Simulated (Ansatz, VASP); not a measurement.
# Two plane-wave programs on Pd

The input INCAR:

```
SYSTEM = Pd
ALGO = Normal
EDIFF = 1E-8
ENCUT = 520
GGA = PE
ISIF = 2
ISMEAR = -1
LASPH = .True.
LCHARG = .False.
LEFG = .True.
LREAL = .False.
LWAVE = .False.
NBANDS = 11
NELM = 100
PREC = Accurate
SIGMA = 0.05
```

File KPOINTS:

```
k-points
0
Gamma
  18 18 18
  0 0 0
```

POSCAR

```
Pd
1.0
    0.0000000000      1.9449000000      1.9449000000
    1.9449000000      0.0000000000      1.9449000000
    1.9449000000      1.9449000000      0.0000000000
Pd
1
Direct
    0.0000000000      0.0000000000      0.0000000000
```

Input for Ansatz:

```yaml
crystal:
  lattice:
    - [0.0, 1.9449, 1.9449]
    - [1.9449, 0.0, 1.9449]
    - [1.9449, 1.9449, 0.0]
  atoms:
    - { symbol: Pd, position: [0.0, 0.0, 0.0] }
kpoints:
  mp_grid: { grid: [18, 18, 18] }
  band_path:
    path:
      - [0.0, 0.0, 0.0]
      - [0.5, 0.0, 0.5]
      - [0.625, 0.25, 0.625]
      - [0.375, 0.375, 0.75]
      - [0.0, 0.0, 0.0]
      - [0.5, 0.5, 0.5]
      - [0.5, 0.25, 0.75]
      - [0.5, 0.0, 0.5]
    npoints: 8
scf:
  occupations: { method: fermi_dirac, width: 0.05 }
hamiltonian:
  xc: pbe
  pseudopotentials: { kind: paw }
output:
  forces: true
  stress: true
  eigenvalues: true
  efg: { contact_densities: true }
  populations: true
  bader: true
  dos: { projected: true, de: 0.2, e_range: [-14, 8] }
```

Alike in both runs: task electric field gradients; functional PBE; k mesh 18 × 18 × 18; occupations fermi-dirac, width 0.05 eV; no spin polarisation.

|  | VASP | Ansatz |
| --- | --- | --- |
| version | VASP 6.6.1 | Ansatz 0.2.0 |
| potentials or method | VASP PAW PBE potentials, release 64 (Pd) | PAW with Ansatz's default frozen-core files, scalar-relativistic |
| plane-wave cutoff (eV) | 520 | 420 |
| valence electrons in the cell | 10 | 18 |

VASP gave:

```
pressure (GPa) : 7.3
```

Problem. Which values does Ansatz return?

Solution. Pressure (GPa): 7.6.

VASP's potentials hold 10 valence electrons a cell and Ansatz's 18, so a difference there can come from the potentials and not from the codes.
